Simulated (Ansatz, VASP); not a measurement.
**Two plane-wave programs on AlCo**

```
CELL_PARAMETERS angstrom
0.00000 2.26940 2.26940
2.26940 0.00000 2.26940
2.26940 2.26940 0.00000
ATOMIC_POSITIONS crystal
Co 0.00000 0.00000 0.00000
Al 0.50000 0.50000 0.50000
```

Change from the starting cell: volume scaled by 0.88, PAW files.

Alike in both runs: task single point; functional r2SCAN; k mesh 15 × 15 × 15; occupations fermi-dirac, width 0.08 eV; no spin polarisation.

|  | VASP | Ansatz |
| --- | --- | --- |
| version | VASP 6.6.1 | Ansatz 0.2.0 |
| potentials or method | VASP PAW PBE potentials, release 64 (Co, Al) | PAW with Ansatz's default frozen-core files, scalar-relativistic |
| plane-wave cutoff (eV) | 520 | 500 |
| valence electrons in the cell | 12 | 20 |

|  | VASP | Ansatz | Ansatz less VASP |
| --- | --- | --- | --- |
| pressure (GPa) | 21.6 | 21.6 | +0.03 |

VASP's potentials were made for PBE, not for r2SCAN. With one functional, cell and mesh, what is left measures potentials, basis and numerics. VASP's potentials hold 12 valence electrons a cell and Ansatz's 20, so a difference there can come from the potentials and not from the codes.
